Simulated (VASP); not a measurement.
# PbO (Pnma) in VASP: single point with PBE

Aim: the single point of PbO with PBE.

Everything below comes from runs of VASP 6.6.1. Logs are shortened: lines on timing, memory, paths and dates and some standing lists are left out, and cuts for length are marked.

## 1. The cell of the first run

The structure is orthorhombic, space group Pnma (No. 62). The conventional cell has a = 12.771 Å, b = 3.588 Å, c = 3.764 Å, α = 90.00°, β = 90.00°, γ = 90.00°. Within 3.0 Å of Pb (site symmetry m) lie 5 O at 2.25 to 3.00 Å. O (site symmetry m) has 5 Pb at 2.25 to 3.00 Å and 4 O at 3.09 Å within 3.1 Å.

## 2. Single point, PBE

INCAR

```
PREC = Accurate ; ENCUT = 520
EDIFF = 1E-6 ; ISMEAR = 0
SIGMA = 0.02 ; LREAL = F
LASPH = T ; NELM = 60
ALGO = Normal ; ISIF = 2
LWAVE = F ; LCHARG = F
GGA = PE ; NBANDS = 50
```

KPOINTS

```
regular mesh
0
Gamma
  4 8 8
```

POSCAR

```
PbO
1.0
   12.7706508415      0.0000000000      0.0000000000
    0.0000000000      3.5882125692      0.0000000000
    0.0000000000      0.0000000000      3.7637808625
Pb O
4 4
Direct
    0.1430463172      0.2500000000      0.1912985724
    0.8569536828      0.7500000000      0.8087014276
    0.3569536828      0.7500000000      0.6912985724
    0.6430463172      0.2500000000      0.3087014276
    0.8156262784      0.2500000000      0.4309164619
    0.1843737216      0.7500000000      0.5690835381
    0.6843737216      0.7500000000      0.9309164619
    0.3156262784      0.2500000000      0.0690835381
```

Potentials or basis: VASP PAW PBE potentials, release 64 (Pb_d, O).

Started as:

```
$ cat potpaw_PBE.64/Pb_d/POTCAR potpaw_PBE.64/O/POTCAR > POTCAR
$ mpirun -np 1 vasp_std > vasp.out
```

OUTCAR:

```text
PREC = Accurate
   ENCUT = 520
   EDIFF = 1E-6
   ISMEAR = 0
   LREAL = F
   LASPH = T
   NELM = 60
   ISIF = 2
   GGA = PE

 ion  position               nearest neighbor table
   1  0.143  0.250  0.191-   8 2.25   6 2.35   6 2.35   6 3.00   6 3.00   3 3.77   3 3.77   3 3.77
                             3 3.77
   2  0.857  0.750  0.809-   7 2.25   5 2.35   5 2.35   5 3.00   5 3.00   4 3.77   4 3.77   4 3.77
                             4 3.77
   3  0.357  0.750  0.691-   6 2.25   8 2.35   8 2.35   8 3.00   8 3.00   1 3.77   1 3.77   1 3.77
                             1 3.77
   4  0.643  0.250  0.309-   5 2.25   7 2.35   7 2.35   7 3.00   7 3.00   2 3.77   2 3.77   2 3.77
                             2 3.77
   5  0.816  0.250  0.431-   4 2.25   2 2.35   2 2.35   2 3.00   2 3.00
   6  0.184  0.750  0.569-   3 2.25   1 2.35   1 2.35   1 3.00   1 3.00
   7  0.684  0.750  0.931-   2 2.25   4 2.35   4 2.35   4 3.00   4 3.00
   8  0.316  0.250  0.069-   1 2.25   3 2.35   3 2.35   3 3.00   3 3.00

  LATTYP: Found a simple orthorhombic cell.
 ALAT       =     3.5882125692
 B/A-ratio  =     1.0489291785
 C/A-ratio  =     3.5590563812

  Lattice vectors:

 A1 = (   0.0000000000,   3.5882125692,   0.0000000000)
 A2 = (   0.0000000000,   0.0000000000,   3.7637808625)
 A3 = (  12.7706508415,   0.0000000000,   0.0000000000)

Analysis of symmetry for initial positions (statically):
=====================================================================
 Subroutine PRICEL returns:
 Original cell was already a primitive cell.

 Routine SETGRP: Setting up the symmetry group for a
 simple orthorhombic supercell.

 Subroutine GETGRP returns: Found  8 space group operations
 (whereof  2 operations were pure point group operations)
 out of a pool of  8 trial point group operations.

The static configuration has the point symmetry S_2 .
 The point group associated with its full space group is D_2h.

Analysis of symmetry for dynamics (positions and initial velocities):
=====================================================================
 Subroutine PRICEL returns:
 Original cell was already a primitive cell.

 Routine SETGRP: Setting up the symmetry group for a
 simple orthorhombic supercell.

 Subroutine GETGRP returns: Found  8 space group operations
 (whereof  2 operations were pure point group operations)
 out of a pool of  8 trial point group operations.

The dynamic configuration has the point symmetry S_2 .
 The point group associated with its full space group is D_2h.

 Subroutine INISYM returns: Found  8 space group operations
 (whereof  2 operations are pure point group operations),
 and found     1 'primitive' translations

----------------------------------------------------------------------------------------

                                     Primitive cell

  volume of cell :     172.4708

  direct lattice vectors                    reciprocal lattice vectors
    12.770650842  0.000000000  0.000000000     0.078304545  0.000000000  0.000000000
     0.000000000  3.588212569  0.000000000     0.000000000  0.278690290  0.000000000
     0.000000000  0.000000000  3.763780862     0.000000000  0.000000000  0.265690282

  length of vectors
    12.770650842  3.588212569  3.763780862     0.078304545  0.278690290  0.265690282

  position of ions in fractional coordinates (direct lattice)
     0.143046317  0.250000000  0.191298572
     0.856953683  0.750000000  0.808701428
     0.356953683  0.750000000  0.691298572
     0.643046317  0.250000000  0.308701428
     0.815626278  0.250000000  0.430916462
     0.184373722  0.750000000  0.569083538
     0.684373722  0.750000000  0.930916462
     0.315626278  0.250000000  0.069083538

  ion indices of the primitive-cell ions
   primitive index   ion index
                 1           1
                 2           2
                 3           3
                 4           4
                 5           5
                 6           6
                 7           7
                 8           8

----------------------------------------------------------------------------------------

 KPOINTS: regular mesh

Automatic generation of k-mesh.
 Grid dimensions read from file:
 generate k-points for:    4    8    8

 Generating k-lattice:

  Cartesian coordinates                     Fractional coordinates (reciprocal lattice)
     0.019576136  0.000000000  0.000000000     0.250000000  0.000000000  0.000000000
     0.000000000  0.034836286  0.000000000     0.000000000  0.125000000  0.000000000
     0.000000000  0.000000000  0.033211285     0.000000000  0.000000000  0.125000000

  Length of vectors
     0.019576136  0.034836286  0.033211285

  Shift w.r.t. Gamma in fractional coordinates (k-lattice)
     0.000000000  0.000000000  0.000000000

 Subroutine IBZKPT returns following result:
 ===========================================

 Found     75 irreducible k-points:

 Following reciprocal coordinates:
            Coordinates               Weight
  0.000000  0.000000  0.000000      1.000000
  0.250000  0.000000  0.000000      2.000000
  0.500000  0.000000  0.000000      1.000000
  0.000000  0.125000  0.000000      2.000000
  0.250000  0.125000  0.000000      4.000000
  0.500000  0.125000  0.000000      2.000000
[... 16 lines left out ...]
  0.250000  0.250000  0.125000      8.000000
  0.500000  0.250000  0.125000      4.000000
 [... further k-points ...]
   k-points           NKPTS =     75   k-points in BZ     NKDIM =     75   number of bands    NBANDS=     50
   number of dos      NEDOS =    301   number of ions     NIONS =      8
   total plane-waves  NPLWV =  75264
   dimension x,y,z NGX =    96 NGY =   28 NGZ =   28
   dimension x,y,z NGXF=   192 NGYF=   56 NGZF=   56
   ions per type =               4   4
   NGX,Y,Z   is equivalent  to a cutoff of  12.50, 12.97, 12.37 a.u.
   NGXF,Y,Z  is equivalent  to a cutoff of  24.99, 25.95, 24.74 a.u.
 SYSTEM =  unknown system
   PREC   = accura    normal or accurate (medium, high low for compatibility)
   ISTART =      0    job   : 0-new  1-cont  2-samecut
   ICHARG =      2    charge: 1-file 2-atom 10-const
   ISPIN  =      1    spin polarized calculation?
   LNONCOLLINEAR =      F non collinear calculations
   LSORBIT =      F    spin-orbit coupling
   LASPH  =      T    aspherical Exc in radial PAW
   ENCUT  =  520.0 eV  38.22 Ry    6.18 a.u.  23.74  6.67  7.00*2*pi/ulx,y,z
   NELM   =     60;   NELMIN=  2; NELMDL= -5     # of ELM steps
   EDIFF  = 0.1E-05   stopping-criterion for ELM
   LREAL  =      F    real-space projection
   EDIFFG = 0.1E-04   stopping-criterion for IOM
   NSW    =      0    number of steps for IOM
   IBRION =     -1    ionic relax: 0-MD 1-quasi-New 2-CG
   NFREE  =      0    steps in history (QN), initial steepest desc. (CG)
   ISIF   =      2    stress and relaxation
   ISYM   =      2    0-nonsym 1-usesym 2-fastsym
   POTIM  = 0.5000    time-step for ionic-motion
   TEBEG  =    0.0;   TEEND  =   0.0 temperature during run
   PSTRESS=    0.0 pullay stress
   NELECT =      80.0000    total number of electrons
   NUPDOWN=      -1.0000    fix difference up-down
   EMIN   =  10.00;   EMAX   =-10.00  energy-range for DOS
   EFERMI =   0.00;   METHOD = LEGACY
   ISMEAR =     0;   SIGMA  =   0.02  broadening in eV -4-tet -1-fermi 0-gaus
   EFERMI_NEDOS =   21; number of points for ismear=-14 and -15
   IALGO  =     38    algorithm
   IMIX   =      4    mixing-type and parameters
     AMIX     =   0.40;   BMIX     =  1.00
     AMIX_MAG =   1.60;   BMIX_MAG =  1.00
  volume/ion in A,a.u.               =      21.56       145.49
  Fermi-wavevector in a.u.,A,eV,Ry     =   1.267262  2.394777 21.850307  1.605952
  Thomas-Fermi vector in A             =   2.400419
   LORBIT       =      0    0 simple, 1 ext, 2 COOP (PROOUT), +10 PAW based schemes
   GGA     = PE    functional components
   LHFCALC =     F    Hartree Fock is set to
   AEXX    =    0.0000 exact exchange contribution
   IVDW    =     0    specifies the selected vdW correction
   LEPSILON=     F    determine dielectric tensor
   LRPA    =     F    only Hartree local field effects (RPA)
 non-spin polarized calculation
 Gauss-broadening in eV      SIGMA  =   0.02
  energy-cutoff  :      520.00
  volume of cell :      172.47
 maximum number of plane-waves:      4686
 NGX is ok and might be reduce to    96
   NGX = 47   NGY = 13   NGZ = 13

 number of electron      80.0000000 magnetization

 Free energy of the ion-electron system (eV)
  ---------------------------------------------------
  ext. energy  EPLUGINS =         0.00000000
  ---------------------------------------------------
  free energy    TOTEN  =       -42.69018015 eV

  energy without entropy =      -42.69018015  energy(sigma->0) =      -42.69018015

 E-fermi :   4.0363     XC(G=0):  -9.4130

 val. band max:        3.8731727156   @ k =   0.0000   0.0000   0.0000
 cond. band min:       5.8014870978   @ k =   0.0000   0.0000   0.3750
 fundamental gap:      1.9283143822
 Fermi energy:         4.0362696407

 k-point     1 :       0.0000    0.0000    0.0000
  band No.  band energies     occupation
      1     -13.4920      2.00000
      2     -13.4814      2.00000
      3     -13.4133      2.00000
      4     -13.4075      2.00000
      5     -11.8020      2.00000
      6     -11.7998      2.00000
[... 42 lines left out ...]
     49      11.1635      0.00000
     50      11.8804      0.00000

 k-point     2 :       0.2500    0.0000    0.0000
  band No.  band energies     occupation
      1     -13.4904      2.00000
      2     -13.4830      2.00000
      3     -13.4124      2.00000
      4     -13.4083      2.00000
      5     -11.8017      2.00000
      6     -11.8002      2.00000
[... 42 lines left out ...]
     49      11.2237      0.00000
     50      11.6536      0.00000

 k-point     3 :       0.5000    0.0000    0.0000
  band No.  band energies     occupation
      1     -13.4868      2.00000
      2     -13.4868      2.00000
      3     -13.4104      2.00000
      4     -13.4104      2.00000
      5     -11.8010      2.00000
      6     -11.8010      2.00000
[... 42 lines left out ...]
     49      11.3961      0.00000
     50      11.3961      0.00000

 k-point     4 :       0.0000    0.1250    0.0000
  band No.  band energies     occupation
      1     -13.4683      2.00000
      2     -13.4587      2.00000
      3     -13.3998      2.00000
      4     -13.3942      2.00000
      5     -11.7830      2.00000
      6     -11.7811      2.00000
[... 999 lines left out ...]
 k-point    23 :       0.2500    0.2500    0.1250
  band No.  band energies     occupation
      1     -13.4142      2.00000
      2     -13.4092      2.00000
      3     -13.3730      2.00000
      4     -13.3695      2.00000
      5     -11.7236      2.00000
      6     -11.7224      2.00000
[... 42 lines left out ...]
     49      10.2204      0.00000
     50      10.6140      0.00000

 k-point    24 :       0.5000    0.2500    0.1250
  band No.  band energies     occupation
      1     -13.4117      2.00000
      2     -13.4117      2.00000
      3     -13.3713      2.00000
      4     -13.3713      2.00000
      5     -11.7230      2.00000
      6     -11.7230      2.00000
[... 42 lines left out ...]
     49      10.4955      0.00000
     50      10.4955      0.00000

 [... further k-points ...]

------------------------ aborting loop because EDIFF is reached ----------------------------------------

  FORCE on cell =-STRESS in cart. coord.  units (eV):
  Direction    XX          YY          ZZ          XY          YZ          ZX
  --------------------------------------------------------------------------------------
  -------------------------------------------------------------------------------------
  Total        0.1696273      0.0428524     -0.0031327      0.0000000     -0.0000000      0.0000000
  in kB        1.5757626      0.3980801     -0.0291012      0.0000000     -0.0000000      0.0000000
  external PRESSURE =       0.6482472 kB  Pullay stress =       0.0000000 kB

 VOLUME and BASIS-vectors are now :
 -----------------------------------------------------------------------------
  energy-cutoff  :      520.00
  volume of cell :      172.47
      direct lattice vectors                 reciprocal lattice vectors
    12.770650842  0.000000000  0.000000000     0.078304545  0.000000000  0.000000000
     0.000000000  3.588212569  0.000000000     0.000000000  0.278690290  0.000000000
     0.000000000  0.000000000  3.763780862     0.000000000  0.000000000  0.265690282

 POSITION                                       TOTAL-FORCE (eV/Angst)
 -----------------------------------------------------------------------------------
      1.82679      0.89705      0.72001        -0.037399     -0.000000     -0.013339
     10.94386      2.69116      3.04377         0.037399      0.000000      0.013339
      4.55853      2.69116      2.60190         0.037399     -0.000000     -0.013339
      8.21212      0.89705      1.16188        -0.037399     -0.000000      0.013339
     10.41608      0.89705      1.62188         0.016183      0.000000     -0.012550
      2.35457      2.69116      2.14191        -0.016183     -0.000000      0.012550
      8.73990      2.69116      3.50377        -0.016183      0.000000     -0.012550
      4.03075      0.89705      0.26002         0.016183     -0.000000      0.012550
 -----------------------------------------------------------------------------------
    total drift:                                0.000000      0.000000      0.000000

  FREE ENERGIE OF THE ION-ELECTRON SYSTEM (eV)
  ---------------------------------------------------
  free  energy   TOTEN  =       -42.6901801516 eV

  energy  without entropy=      -42.6901801516  energy(sigma->0) =      -42.69018015
```

It took 18 min on 1 thread of Intel Xeon 8259CL, shared host; peak memory 0.57 GiB.

What came out:

```yaml
Free_energy: -42.6902 eV
Pressure: 0.1 GPa
Largest_force: 0.040 eV/Å
Band_gap_on_the_k_mesh: 1.93 eV (least direct gap 2.17 eV)
```

Forces in eV/Å, atoms in the order of the input:
```
Pb  -0.037  0.000 -0.013
Pb   0.037  0.000  0.013
Pb   0.037  0.000 -0.013
Pb  -0.037  0.000  0.013
O    0.016  0.000 -0.013
O   -0.016  0.000  0.013
O   -0.016  0.000 -0.013
O    0.016  0.000  0.013
```

Levels at points of the mesh, in eV from the valence-band top:
```tsv
k point	band 36	band 37	band 38	band 39	band 40	band 41	band 42	band 43	band 44	band 45
(0.00, 0.00, 0.00)	-1.46	-1.25	-1.16	-0.48	0.00	2.76	3.32	5.77	5.82	5.85
(0.50, 0.00, 0.00)	-1.47	-1.23	-1.23	-0.19	-0.19	3.04	3.04	5.57	5.57	6.42
(0.00, 0.50, 0.00)	-1.37	-0.64	-0.64	-0.54	-0.54	2.26	2.26	2.79	2.79	5.51
(0.50, 0.50, 0.00)	-1.42	-0.58	-0.58	-0.58	-0.58	2.51	2.51	2.51	2.51	5.84
(0.00, 0.00, 0.50)	-1.60	-0.80	-0.80	-0.32	-0.32	2.18	2.18	2.50	2.50	5.38
(0.50, 0.00, 0.50)	-1.60	-0.75	-0.75	-0.33	-0.33	2.32	2.32	2.35	2.35	5.50
(0.00, 0.50, 0.50)	-2.61	-1.16	-1.16	-0.85	-0.85	3.82	3.82	4.11	4.11	4.77
(0.50, 0.50, 0.50)	-2.66	-1.00	-1.00	-1.00	-1.00	4.01	4.01	4.01	4.01	4.70
```

Caveat: spin-orbit coupling is left out, which moves the levels of the heavy elements.
